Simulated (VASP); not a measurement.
# Sn (Im-3m) in VASP: a series of runs, part 2 of 2

VASP 6.6.1.

**3. Single point, PBEsol**

This run uses another cell than the first one, of 28.29 Å³/atom, 1.020 times its volume.

INCAR reads:

```
PREC = Accurate
ENCUT = 520
EDIFF = 1E-7
ISMEAR = -1
SIGMA = 0.1
LREAL = False
LASPH = True
NELM = 60
ALGO = Normal
ISIF = 2
LWAVE = False
LCHARG = False
GGA = PS
NBANDS = 13
```

KPOINTS reads:

```
Automatic mesh
0
Gamma
  11 11 11
```

POSCAR reads:

```
Sn
1.0
   -1.9195844908      1.9195844908      1.9195844908
    1.9195844908     -1.9195844908      1.9195844908
    1.9195844908      1.9195844908     -1.9195844908
Sn
1
Direct
    0.0000000000      0.0000000000      0.0000000000
```

Potentials or basis: VASP PAW PBE potentials, release 64 (Sn_d).

Command:

```bash
$ cat potpaw_PBE.64/Sn_d/POTCAR > POTCAR
$ mpirun -np 1 vasp_std > vasp.out
```

OUTCAR:

```text
PREC = Accurate
   ENCUT = 520
   EDIFF = 1E-7
   ISMEAR = -1
   LREAL = False
   LASPH = True
   NELM = 60
   ISIF = 2
   GGA = PS

 ion  position               nearest neighbor table
   1  0.000  0.000  0.000-

  LATTYP: Found a body centered cubic cell.
 ALAT       =     3.8391689816

  Lattice vectors:

 A1 = (  -1.9195844908,   1.9195844908,   1.9195844908)
 A2 = (   1.9195844908,  -1.9195844908,   1.9195844908)
 A3 = (   1.9195844908,   1.9195844908,  -1.9195844908)

Analysis of symmetry for initial positions (statically):
=====================================================================
 Subroutine PRICEL returns:
 Original cell was already a primitive cell.

 Routine SETGRP: Setting up the symmetry group for a
 body centered cubic supercell.

 Subroutine GETGRP returns: Found 48 space group operations
 (whereof 48 operations were pure point group operations)
 out of a pool of 48 trial point group operations.

The static configuration has the point symmetry O_h .

Analysis of symmetry for dynamics (positions and initial velocities):
=====================================================================
 Subroutine PRICEL returns:
 Original cell was already a primitive cell.

 Routine SETGRP: Setting up the symmetry group for a
 body centered cubic supercell.

 Subroutine GETGRP returns: Found 48 space group operations
 (whereof 48 operations were pure point group operations)
 out of a pool of 48 trial point group operations.

The dynamic configuration has the point symmetry O_h .

 Subroutine INISYM returns: Found 48 space group operations
 (whereof 48 operations are pure point group operations),
 and found     1 'primitive' translations

----------------------------------------------------------------------------------------

                                     Primitive cell

  volume of cell :      28.2932

  direct lattice vectors                    reciprocal lattice vectors
    -1.919584491  1.919584491  1.919584491     0.000000000  0.260473036  0.260473036
     1.919584491 -1.919584491  1.919584491     0.260473036  0.000000000  0.260473036
     1.919584491  1.919584491 -1.919584491     0.260473036  0.260473036  0.000000000

  length of vectors
     3.324817867  3.324817867  3.324817867     0.368364500  0.368364500  0.368364500

  position of ions in fractional coordinates (direct lattice)
     0.000000000  0.000000000  0.000000000

  ion indices of the primitive-cell ions
   primitive index   ion index
                 1           1

----------------------------------------------------------------------------------------

 KPOINTS: Automatic mesh

Automatic generation of k-mesh.
 Grid dimensions read from file:
 generate k-points for:   11   11   11

 Generating k-lattice:

  Cartesian coordinates                     Fractional coordinates (reciprocal lattice)
     0.000000000  0.023679367  0.023679367     0.090909091  0.000000000  0.000000000
     0.023679367  0.000000000  0.023679367     0.000000000  0.090909091  0.000000000
     0.023679367  0.023679367  0.000000000     0.000000000  0.000000000  0.090909091

  Length of vectors
     0.033487682  0.033487682  0.033487682

  Shift w.r.t. Gamma in fractional coordinates (k-lattice)
     0.000000000  0.000000000  0.000000000

 Subroutine IBZKPT returns following result:
 ===========================================

 Found     56 irreducible k-points:

 Following reciprocal coordinates:
            Coordinates               Weight
  0.000000  0.000000  0.000000      1.000000
  0.090909  0.000000  0.000000     12.000000
  0.181818  0.000000  0.000000     12.000000
  0.272727  0.000000  0.000000     12.000000
  0.363636  0.000000  0.000000     12.000000
  0.454545  0.000000  0.000000     12.000000
[... 16 lines left out ...]
  0.272727  0.181818  0.090909     48.000000
  0.363636  0.181818  0.090909     24.000000
 [... further k-points ...]
   k-points           NKPTS =     56   k-points in BZ     NKDIM =     56   number of bands    NBANDS=     13
   number of dos      NEDOS =    301   number of ions     NIONS =      1
   total plane-waves  NPLWV =  21952
   dimension x,y,z NGX =    28 NGY =   28 NGZ =   28
   dimension x,y,z NGXF=    56 NGYF=   56 NGZF=   56
   ions per type =               1
   NGX,Y,Z   is equivalent  to a cutoff of  14.00, 14.00, 14.00 a.u.
   NGXF,Y,Z  is equivalent  to a cutoff of  28.00, 28.00, 28.00 a.u.
 SYSTEM =  unknown system
   PREC   = accura    normal or accurate (medium, high low for compatibility)
   ISTART =      0    job   : 0-new  1-cont  2-samecut
   ICHARG =      2    charge: 1-file 2-atom 10-const
   ISPIN  =      1    spin polarized calculation?
   LNONCOLLINEAR =      F non collinear calculations
   LSORBIT =      F    spin-orbit coupling
   LASPH  =      T    aspherical Exc in radial PAW
   ENCUT  =  520.0 eV  38.22 Ry    6.18 a.u.   6.18  6.18  6.18*2*pi/ulx,y,z
   NELM   =     60;   NELMIN=  2; NELMDL= -5     # of ELM steps
   EDIFF  = 0.1E-06   stopping-criterion for ELM
   LREAL  =      F    real-space projection
   EDIFFG = 0.1E-05   stopping-criterion for IOM
   NSW    =      0    number of steps for IOM
   IBRION =     -1    ionic relax: 0-MD 1-quasi-New 2-CG
   NFREE  =      0    steps in history (QN), initial steepest desc. (CG)
   ISIF   =      2    stress and relaxation
   ISYM   =      2    0-nonsym 1-usesym 2-fastsym
   POTIM  = 0.5000    time-step for ionic-motion
   TEBEG  =    0.0;   TEEND  =   0.0 temperature during run
   PSTRESS=    0.0 pullay stress
   NELECT =      14.0000    total number of electrons
   NUPDOWN=      -1.0000    fix difference up-down
   EMIN   =  10.00;   EMAX   =-10.00  energy-range for DOS
   EFERMI =   0.00;   METHOD = LEGACY
   ISMEAR =    -1;   SIGMA  =   0.10  broadening in eV -4-tet -1-fermi 0-gaus
   EFERMI_NEDOS =   21; number of points for ismear=-14 and -15
   IALGO  =     38    algorithm
   IMIX   =      4    mixing-type and parameters
     AMIX     =   0.40;   BMIX     =  1.00
     AMIX_MAG =   1.60;   BMIX_MAG =  1.00
  volume/ion in A,a.u.               =      28.29       190.93
  Fermi-wavevector in a.u.,A,eV,Ry     =   1.294862  2.446935 22.812461  1.676669
  Thomas-Fermi vector in A             =   2.426418
   LORBIT       =      0    0 simple, 1 ext, 2 COOP (PROOUT), +10 PAW based schemes
   GGA     = PS    functional components
   LHFCALC =     F    Hartree Fock is set to
   AEXX    =    0.0000 exact exchange contribution
   IVDW    =     0    specifies the selected vdW correction
   LEPSILON=     F    determine dielectric tensor
   LRPA    =     F    only Hartree local field effects (RPA)
 non-spin polarized calculation
  energy-cutoff  :      520.00
  volume of cell :       28.29
 maximum number of plane-waves:       773
 NGX is ok and might be reduce to    28
   NGX = 13   NGY = 13   NGZ = 13

 number of electron      14.0000001 magnetization

 Free energy of the ion-electron system (eV)
  ---------------------------------------------------
  ext. energy  EPLUGINS =         0.00000000
  ---------------------------------------------------
  free energy    TOTEN  =        -4.20979088 eV

  energy without entropy =       -4.19032647  energy(sigma->0) =       -4.20005868

 E-fermi :   7.4615     XC(G=0): -10.3177

 val. band max:        7.4274137002   @ k =  -0.2727   0.3636   0.1818
 cond. band min:       7.5009956624   @ k =  -0.4545   0.4545   0.3636
 fundamental gap:      0.0735819622
 Fermi energy:         7.4615426903

 k-point     1 :       0.0000    0.0000    0.0000
  band No.  band energies     occupation
      1     -13.9674      2.00000
      2     -13.9674      2.00000
      3     -13.9674      2.00000
      4     -13.8435      2.00000
      5     -13.8435      2.00000
      6      -3.3585      2.00000
      7      15.0410      0.00000
      8      15.0410      0.00000
      9      15.0410      0.00000
     10      19.4871      0.00000
     11      19.4871      0.00000
     12      19.4871      0.00000
     13      19.9166      0.00000

 k-point     2 :       0.0909    0.0000    0.0000
  band No.  band energies     occupation
      1     -13.9706      2.00000
      2     -13.9625      2.00000
      3     -13.9519      2.00000
      4     -13.8471      2.00000
      5     -13.8440      2.00000
      6      -3.1845      2.00000
      7      13.6397      0.00000
      8      14.4180      0.00000
      9      14.8296      0.00000
     10      17.9804      0.00000
     11      18.3029      0.00000
[... 339 lines left out ...]
 k-point    24 :       0.3636    0.1818    0.0909
  band No.  band energies     occupation
      1     -13.9778      2.00000
      2     -13.9200      2.00000
      3     -13.8524      2.00000
      4     -13.8492      2.00000
      5     -13.8193      2.00000
      6       1.6447      2.00000
      7       4.1468      2.00000
      8       7.3547      1.48875
      9       9.5748      0.00000
     10      19.2885      0.00000
     11      21.0336      0.00000
     12      22.4505      0.00000
     13      23.0225      0.00000

 [... further k-points ...]
[... 5 lines left out ...]
  --------------------------------------------------------------------------------------
  -------------------------------------------------------------------------------------
  Total       -0.6080341     -0.6080341     -0.6080341     -0.0000000     -0.0000000     -0.0000000
  in kB      -34.4315706    -34.4315706    -34.4315706     -0.0000000     -0.0000000     -0.0000000
  external PRESSURE =     -34.4315706 kB  Pullay stress =       0.0000000 kB

 VOLUME and BASIS-vectors are now :
 -----------------------------------------------------------------------------
  energy-cutoff  :      520.00
  volume of cell :       28.29
      direct lattice vectors                 reciprocal lattice vectors
    -1.919584491  1.919584491  1.919584491     0.000000000  0.260473036  0.260473036
     1.919584491 -1.919584491  1.919584491     0.260473036  0.000000000  0.260473036
     1.919584491  1.919584491 -1.919584491     0.260473036  0.260473036  0.000000000

 POSITION                                       TOTAL-FORCE (eV/Angst)
 -----------------------------------------------------------------------------------
      0.00000      0.00000      0.00000         0.000000      0.000000     -0.000000
 -----------------------------------------------------------------------------------
    total drift:                               -0.000000     -0.000000     -0.000000

  FREE ENERGIE OF THE ION-ELECTRON SYSTEM (eV)
  ---------------------------------------------------
  free  energy   TOTEN  =        -4.2097908842 eV

  energy  without entropy=       -4.1903264660  energy(sigma->0) =       -4.20005868
```

It took 17 s on 1 thread of Intel Xeon Platinum 8259CL at 2.50GHz (Skylake/Cascade Lake), shared host; peak memory 0.16 GiB.

Results:

```
Free energy            : -4.2098 eV
Pressure               : -3.4 GPa
Band gap on the k mesh : zero (band 7 reaches 15.04 eV, above the bottom of band 8 at 5.19 eV)
```

Caveat: the PAW data sets were made with another functional, which shifts forces and pressure a little; spin-orbit coupling is left out, which moves the levels of the heavy elements.

**4. Single point, PBEsol**

This run uses another cell than the first one, of 28.84 Å³/atom, 1.039 times its volume.

INCAR reads:

```
SYSTEM = Sn
PREC = Accurate
ENCUT = 520
EDIFF = 1E-6
ISMEAR = -1
SIGMA = 0.1
LREAL = .FALSE.
LASPH = .TRUE.
NELM = 60
ALGO = Normal
ISIF = 2
LWAVE = .FALSE.
LCHARG = .FALSE.
GGA = PS
NBANDS = 13
```

KPOINTS reads:

```
regular mesh
0
G
  11 11 11
  0 0 0
```

POSCAR reads:

```
Sn
1.0
   -1.9318114732      1.9318114732      1.9318114732
    1.9318114732     -1.9318114732      1.9318114732
    1.9318114732      1.9318114732     -1.9318114732
Sn
1
Direct
    0.0000000000      0.0000000000      0.0000000000
```

Command:

```bash
$ cat potpaw_PBE.64/Sn_d/POTCAR > POTCAR
$ mpirun -np 1 vasp_std > vasp.out
```

It took 15 s on 1 thread of Intel Xeon Platinum 8259CL at 2.50GHz (Skylake/Cascade Lake), shared host; peak memory 0.16 GiB.

Results (log left out):

| Quantity | Value |
| --- | --- |
| Free energy | -4.1972 eV |
| Pressure | -4.1 GPa |
| Band gap on the k mesh | zero (band 7 reaches 14.65 eV, above the bottom of band 8 at 5.03 eV) |

Levels at points of the mesh, in eV from the Fermi level:
| k point | band 4 | band 5 | band 6 | band 7 | band 8 | band 9 | band 10 | band 11 |
| --- | --- | --- | --- | --- | --- | --- | --- | --- |
| (0.00, 0.00, 0.00) | -21.31 | -21.31 | -10.69 | 7.41 | 7.41 | 7.41 | 11.98 | 11.98 |

Caveat: the PAW data sets were made with another functional, which shifts forces and pressure a little; spin-orbit coupling is left out, which moves the levels of the heavy elements.

**5. Summary**

| cell | gap on the mesh (eV) | pressure (GPa) |
| --- | --- | --- |
| a = 3.303 Å, angles 109.5°, 1 atom | none | -2.7 |
| a = 3.325 Å, angles 109.5°, 1 atom | none | -3.4 |
| a = 3.346 Å, angles 109.5°, 1 atom | none | -4.1 |

Alike in all rows: task single point; level PBEsol; potentials or basis VASP PAW PBE potentials, release 64 (Sn_d); no spin polarisation; k mesh 11 × 11 × 11; cutoff (eV) 520; smearing fermi-dirac 0.1 eV.

Caveats: the PAW data sets were made with another functional, which shifts forces and pressure a little; spin-orbit coupling is left out, which moves the levels of the heavy elements.

Total energies depend on the potentials used, so only differences within one code and one set of settings carry meaning.
